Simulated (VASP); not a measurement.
Input of a VASP 6.6.1 run:

File INCAR:

```
SYSTEM = NaF
PREC = Accurate
ENCUT = 520
EDIFF = 1E-6
ISMEAR = 0
SIGMA = 0.02
LREAL = .FALSE.
LASPH = .TRUE.
NELM = 100
ALGO = Normal
ISIF = 2
LWAVE = .FALSE.
LCHARG = .TRUE.
GGA = PE
LELF = .TRUE.
LVHAR = .TRUE.
NBANDS = 14
```

The input KPOINTS:

```
Automatic mesh
0
G
  8 8 8
  0 0 0
```

The input POSCAR:

```
NaF
1.0
    0.0000000000      2.3017764082      2.3017764082
    2.3017764082      0.0000000000      2.3017764082
    2.3017764082      2.3017764082      0.0000000000
Na F
1 1
Direct
    0.0000000000      0.0000000000      0.0000000000
    0.5000000000      0.5000000000      0.5000000000
```

Potentials or basis: VASP PAW PBE potentials, release 64 (Na_pv, F).

The run is started by

```bash
$ cat potpaw_PBE.64/Na_pv/POTCAR potpaw_PBE.64/F/POTCAR > POTCAR
$ mpirun -np 1 vasp_std > vasp.out
```

(1) What does it give for the pressure?

(2) What does it give for the band gap on the k mesh?

## Answers

(1) 3.1 GPa.

(2) 6.41 eV, direct.
